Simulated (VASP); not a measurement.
# Li2Se (Fm-3m) in VASP: a series of runs

Runs on Li2Se. Level: r2SCAN. Tasks: single point.

Program: VASP 6.6.1. These are calculated values, not measurements. Logs are shortened: lines on timing, memory, paths and dates and some standing lists are left out, and cuts for length are marked.

## 1. The cell of the first run

The structure is cubic, space group Fm-3m (No. 225). Conventional cell: a = 5.926 Å, b = 5.926 Å, c = 5.926 Å, α = 90.00°, β = 90.00°, γ = 90.00°. Within 3.4 Å of Li (site symmetry -43m) lie 4 Se at 2.57 Å and 6 Li at 2.96 Å. Within 3.4 Å of Se (site symmetry m-3m) lie 8 Li at 2.57 Å.

## 2. Single point, r2SCAN (17.35 Å³/atom)

File POSCAR:

```
Li2Se
1.0
    0.0000000000      2.9631704983      2.9631704983
    2.9631704983      0.0000000000      2.9631704983
    2.9631704983      2.9631704983      0.0000000000
Li Se
2 1
Direct
    0.2500000000      0.2500000000      0.2500000000
    0.7500000000      0.7500000000      0.7500000000
    0.0000000000      0.0000000000      0.0000000000
```

File INCAR.step1:

```
PREC = Accurate
ENCUT = 830
ISMEAR = 0
SIGMA = 0.02
LREAL = F
LASPH = T
NELM = 120
NBANDS = 13
GGA = PE
ALGO = Normal
EDIFF = 1E-5
LWAVE = T
LCHARG = F
GGA_COMPAT = F
```

File INCAR.step2:

```
PREC = Accurate
ENCUT = 830
EDIFF = 1E-6
ISMEAR = 0
SIGMA = 0.02
LREAL = F
LASPH = T
NELM = 120
ALGO = Normal
ISIF = 2
LWAVE = F
LCHARG = F
METAGGA = R2SCAN
LMIXTAU = T
NBANDS = 13
ISTART = 1
GGA_COMPAT = F
```

File KPOINTS:

```
Automatic mesh
0
Gamma
  8 8 8
```

Potentials or basis: VASP PAW PBE potentials, release 64 (Li_sv, Se).

Run with:

```
$ cat potpaw_PBE.64/Li_sv/POTCAR potpaw_PBE.64/Se/POTCAR > POTCAR
$ cp INCAR.step1 INCAR
$ mpirun -np 1 vasp_std > vasp.out
$ cp INCAR.step2 INCAR
$ mpirun -np 1 vasp_std > vasp.out
```

OUTCAR:

```text
PREC = Accurate
   ENCUT = 830
   EDIFF = 1E-6
   ISMEAR = 0
   LREAL = F
   LASPH = T
   NELM = 120
   ISIF = 2
   METAGGA = R2SCAN
   ISTART = 1

 ion  position               nearest neighbor table
   1  0.250  0.250  0.250-   3 2.57   3 2.57   3 2.57   3 2.57
   2  0.750  0.750  0.750-   3 2.57   3 2.57   3 2.57   3 2.57
   3  0.000  0.000  0.000-   2 2.57   2 2.57   2 2.57   1 2.57   1 2.57   1 2.57   2 2.57   1 2.57

  LATTYP: Found a face centered cubic cell.
 ALAT       =     5.9263409966

  Lattice vectors:

 A1 = (   0.0000000000,   2.9631704983,   2.9631704983)
 A2 = (   2.9631704983,   0.0000000000,   2.9631704983)
 A3 = (   2.9631704983,   2.9631704983,   0.0000000000)

Analysis of symmetry for initial positions (statically):
=====================================================================
 Subroutine PRICEL returns:
 Original cell was already a primitive cell.

 Routine SETGRP: Setting up the symmetry group for a
 face centered cubic supercell.

 Subroutine GETGRP returns: Found 48 space group operations
 (whereof 48 operations were pure point group operations)
 out of a pool of 48 trial point group operations.

The static configuration has the point symmetry O_h .

Analysis of symmetry for dynamics (positions and initial velocities):
=====================================================================
 Subroutine PRICEL returns:
 Original cell was already a primitive cell.

 Routine SETGRP: Setting up the symmetry group for a
 face centered cubic supercell.

 Subroutine GETGRP returns: Found 48 space group operations
 (whereof 48 operations were pure point group operations)
 out of a pool of 48 trial point group operations.

The dynamic configuration has the point symmetry O_h .

 Subroutine INISYM returns: Found 48 space group operations
 (whereof 48 operations are pure point group operations),
 and found     1 'primitive' translations

----------------------------------------------------------------------------------------

                                     Primitive cell

  volume of cell :      52.0355

  direct lattice vectors                    reciprocal lattice vectors
     0.000000000  2.963170498  2.963170498    -0.168738181  0.168738181  0.168738181
     2.963170498  0.000000000  2.963170498     0.168738181 -0.168738181  0.168738181
     2.963170498  2.963170498  0.000000000     0.168738181  0.168738181 -0.168738181

  length of vectors
     4.190555906  4.190555906  4.190555906     0.292263103  0.292263103  0.292263103

  position of ions in fractional coordinates (direct lattice)
     0.250000000  0.250000000  0.250000000
     0.750000000  0.750000000  0.750000000
     0.000000000  0.000000000  0.000000000

  ion indices of the primitive-cell ions
   primitive index   ion index
                 1           1
                 2           2
                 3           3

----------------------------------------------------------------------------------------

 KPOINTS: Automatic mesh

Automatic generation of k-mesh.
 Grid dimensions read from file:
 generate k-points for:    8    8    8

 Generating k-lattice:

  Cartesian coordinates                     Fractional coordinates (reciprocal lattice)
    -0.021092273  0.021092273  0.021092273     0.125000000  0.000000000  0.000000000
     0.021092273 -0.021092273  0.021092273     0.000000000  0.125000000  0.000000000
     0.021092273  0.021092273 -0.021092273     0.000000000  0.000000000  0.125000000

  Length of vectors
     0.036532888  0.036532888  0.036532888

  Shift w.r.t. Gamma in fractional coordinates (k-lattice)
     0.000000000  0.000000000  0.000000000

 Subroutine IBZKPT returns following result:
 ===========================================

 Found     29 irreducible k-points:

 Following reciprocal coordinates:
            Coordinates               Weight
  0.000000  0.000000  0.000000      1.000000
  0.125000  0.000000  0.000000      8.000000
  0.250000  0.000000  0.000000      8.000000
  0.375000  0.000000  0.000000      8.000000
  0.500000  0.000000  0.000000      4.000000
  0.125000  0.125000  0.000000      6.000000
[... 16 lines left out ...]
  0.500000  0.250000  0.125000     48.000000
 -0.375000  0.250000  0.125000     24.000000
 [... further k-points ...]
   k-points           NKPTS =     29   k-points in BZ     NKDIM =     29   number of bands    NBANDS=     13
   number of dos      NEDOS =    301   number of ions     NIONS =      3
   total plane-waves  NPLWV =  64000
   dimension x,y,z NGX =    40 NGY =   40 NGZ =   40
   dimension x,y,z NGXF=    80 NGYF=   80 NGZF=   80
   ions per type =               2   1
   NGX,Y,Z   is equivalent  to a cutoff of  15.87, 15.87, 15.87 a.u.
   NGXF,Y,Z  is equivalent  to a cutoff of  31.74, 31.74, 31.74 a.u.
 SYSTEM =  unknown system
   PREC   = accura    normal or accurate (medium, high low for compatibility)
   ISTART =      1    job   : 0-new  1-cont  2-samecut
   ICHARG =      0    charge: 1-file 2-atom 10-const
   ISPIN  =      1    spin polarized calculation?
   LNONCOLLINEAR =      F non collinear calculations
   LSORBIT =      F    spin-orbit coupling
   LASPH  =      T    aspherical Exc in radial PAW
   ENCUT  =  830.0 eV  61.00 Ry    7.81 a.u.   9.84  9.84  9.84*2*pi/ulx,y,z
   NELM   =    120;   NELMIN=  2; NELMDL=  0     # of ELM steps
   EDIFF  = 0.1E-05   stopping-criterion for ELM
   LREAL  =      F    real-space projection
   EDIFFG = 0.1E-04   stopping-criterion for IOM
   NSW    =      0    number of steps for IOM
   IBRION =     -1    ionic relax: 0-MD 1-quasi-New 2-CG
   NFREE  =      0    steps in history (QN), initial steepest desc. (CG)
   ISIF   =      2    stress and relaxation
   ISYM   =      2    0-nonsym 1-usesym 2-fastsym
   POTIM  = 0.5000    time-step for ionic-motion
   TEBEG  =    0.0;   TEEND  =   0.0 temperature during run
   PSTRESS=    0.0 pullay stress
   NELECT =      12.0000    total number of electrons
   NUPDOWN=      -1.0000    fix difference up-down
   EMIN   =  10.00;   EMAX   =-10.00  energy-range for DOS
   EFERMI =   0.00;   METHOD = LEGACY
   ISMEAR =     0;   SIGMA  =   0.02  broadening in eV -4-tet -1-fermi 0-gaus
   EFERMI_NEDOS =   21; number of points for ismear=-14 and -15
   IALGO  =     38    algorithm
   IMIX   =      4    mixing-type and parameters
     AMIX     =   0.40;   BMIX     =  1.00
     AMIX_MAG =   1.60;   BMIX_MAG =  1.00
  volume/ion in A,a.u.               =      17.35       117.05
  Fermi-wavevector in a.u.,A,eV,Ry     =   1.003927  1.897146 13.712884  1.007869
  Thomas-Fermi vector in A             =   2.136510
   LORBIT       =      0    0 simple, 1 ext, 2 COOP (PROOUT), +10 PAW based schemes
   METAGGA = R2SCAN    functional components
   LHFCALC =     F    Hartree Fock is set to
   AEXX    =    0.0000 exact exchange contribution
   IVDW    =     0    specifies the selected vdW correction
   LEPSILON=     F    determine dielectric tensor
   LRPA    =     F    only Hartree local field effects (RPA)
 non-spin polarized calculation
 Gauss-broadening in eV      SIGMA  =   0.02
  energy-cutoff  :      830.00
  volume of cell :       52.04
 maximum number of plane-waves:      2840
   NGX = 19   NGY = 19   NGZ = 19

 number of electron      11.9999999 magnetization

 Free energy of the ion-electron system (eV)
  ---------------------------------------------------
  ext. energy  EPLUGINS =         0.00000000
  ---------------------------------------------------
  free energy    TOTEN  =       -23.43486884 eV

  energy without entropy =      -23.43486884  energy(sigma->0) =      -23.43486884

 E-fermi :   1.0516     XC(G=0):  -8.7763

 val. band max:        0.9298038810   @ k =   0.0000   0.0000   0.0000
 cond. band min:       4.3629096118   @ k =   0.5000   0.5000   0.0000
 fundamental gap:      3.4331057308
 Fermi energy:         1.0516223196

 k-point     1 :       0.0000    0.0000    0.0000
  band No.  band energies     occupation
      1     -45.1673      2.00000
      2     -45.1403      2.00000
      3     -10.9491      2.00000
      4       0.9298      2.00000
      5       0.9298      2.00000
      6       0.9298      2.00000
      7       5.2486      0.00000
      8       7.2558      0.00000
      9       7.2558      0.00000
     10       7.2558      0.00000
     11      12.2292      0.00000
     12      12.2292      0.00000
     13      12.9914      0.00000

 k-point     2 :       0.1250    0.0000    0.0000
  band No.  band energies     occupation
      1     -45.1662      2.00000
      2     -45.1413      2.00000
      3     -10.8951      2.00000
      4       0.2805      2.00000
      5       0.8338      2.00000
      6       0.8338      2.00000
      7       5.7187      0.00000
      8       7.5013      0.00000
      9       7.5013      0.00000
     10       7.6704      0.00000
     11      11.1057      0.00000
     12      11.1057      0.00000
     13      13.1064      0.00000

 k-point     3 :       0.2500    0.0000    0.0000
  band No.  band energies     occupation
      1     -45.1631      2.00000
      2     -45.1440      2.00000
      3     -10.7573      2.00000
      4      -0.8721      2.00000
      5       0.6264      2.00000
      6       0.6264      2.00000
      7       6.3766      0.00000
      8       7.8138      0.00000
      9       7.8138      0.00000
     10       8.6720      0.00000
     11      10.7754      0.00000
     12      10.7754      0.00000
     13      13.5426      0.00000

 k-point     4 :       0.3750    0.0000    0.0000
  band No.  band energies     occupation
      1     -45.1585      2.00000
      2     -45.1482      2.00000
      3     -10.6076      2.00000
      4      -1.7668      2.00000
      5       0.4456      2.00000
      6       0.4456      2.00000
      7       6.8539      0.00000
      8       7.6705      0.00000
      9       7.6705      0.00000
     10       9.4647      0.00000
     11      11.9522      0.00000
     12      11.9522      0.00000
     13      14.3320      0.00000

 k-point     5 :       0.5000    0.0000    0.0000
  band No.  band energies     occupation
      1     -45.1533      2.00000
      2     -45.1533      2.00000
      3     -10.5414      2.00000
      4      -2.0971      2.00000
      5       0.3769      2.00000
      6       0.3769      2.00000
      7       7.0460      0.00000
      8       7.5416      0.00000
      9       7.5416      0.00000
     10       9.7150      0.00000
     11      13.7861      0.00000
     12      13.7861      0.00000
     13      14.3801      0.00000
[... 257 lines left out ...]
 k-point    22 :       0.3750    0.2500    0.1250
  band No.  band energies     occupation
      1     -45.1611      2.00000
      2     -45.1457      2.00000
      3     -10.6531      2.00000
      4      -1.0052      2.00000
      5      -0.1404      2.00000
      6       0.3646      2.00000
      7       6.4807      0.00000
      8       8.0691      0.00000
      9       8.1347      0.00000
     10       9.3035      0.00000
     11      10.1574      0.00000
     12      13.3219      0.00000
     13      15.1779      0.00000

 k-point    23 :       0.5000    0.2500    0.1250
  band No.  band energies     occupation
      1     -45.1574      2.00000
      2     -45.1491      2.00000
      3     -10.5304      2.00000
      4      -1.5544      2.00000
      5      -0.3931      2.00000
      6       0.1096      2.00000
      7       6.7709      0.00000
      8       7.7661      0.00000
      9       9.0490      0.00000
     10       9.5972      0.00000
     11      11.2391      0.00000
     12      13.4082      0.00000
     13      15.1469      0.00000

 k-point    24 :      -0.3750    0.2500    0.1250
  band No.  band energies     occupation
      1     -45.1532      2.00000
      2     -45.1532      2.00000
      3     -10.4769      2.00000
      4      -1.7904      2.00000
      5      -0.4196      2.00000
      6      -0.0444      2.00000
      7       6.9200      0.00000
      8       7.5949      0.00000
      9       9.4675      0.00000
     10      10.2403      0.00000
     11      11.3783      0.00000
     12      12.8350      0.00000
     13      14.6943      0.00000

 [... further k-points ...]

------------------------ aborting loop because EDIFF is reached ----------------------------------------

  FORCE on cell =-STRESS in cart. coord.  units (eV):
  Direction    XX          YY          ZZ          XY          YZ          ZX
  --------------------------------------------------------------------------------------
  -------------------------------------------------------------------------------------
  Total        0.3337331      0.3337331      0.3337331      0.0000000      0.0000000     -0.0000000
  in kB       10.2756667     10.2756667     10.2756667      0.0000000      0.0000000     -0.0000000
  external PRESSURE =      10.2756667 kB  Pullay stress =       0.0000000 kB

 VOLUME and BASIS-vectors are now :
 -----------------------------------------------------------------------------
  energy-cutoff  :      830.00
  volume of cell :       52.04
      direct lattice vectors                 reciprocal lattice vectors
     0.000000000  2.963170498  2.963170498    -0.168738181  0.168738181  0.168738181
     2.963170498  0.000000000  2.963170498     0.168738181 -0.168738181  0.168738181
     2.963170498  2.963170498  0.000000000     0.168738181  0.168738181 -0.168738181

 POSITION                                       TOTAL-FORCE (eV/Angst)
 -----------------------------------------------------------------------------------
      1.48159      1.48159      1.48159        -0.000000     -0.000000     -0.000000
      4.44476      4.44476      4.44476         0.000000      0.000000      0.000000
      0.00000      0.00000      0.00000        -0.000000      0.000000     -0.000000
 -----------------------------------------------------------------------------------
    total drift:                                0.000000     -0.000000      0.000000

  FREE ENERGIE OF THE ION-ELECTRON SYSTEM (eV)
  ---------------------------------------------------
  free  energy   TOTEN  =       -23.4348688402 eV

  energy  without entropy=      -23.4348688402  energy(sigma->0) =      -23.43486884
```

It took 3.7 min on 1 thread of Intel Xeon 8259CL, shared host; peak memory 0.27 GiB.

Results:

* Free energy: -23.4349 eV
* Pressure: 1.0 GPa
* Band gap on the k mesh: 3.43 eV (least direct gap 4.32 eV)

Caveat: the PAW data sets were made with another functional, which shifts forces and pressure a little. r2SCAN opens gaps a little over a GGA but as a rule still falls short of measured ones.

(Continued in part 2 of 2.)
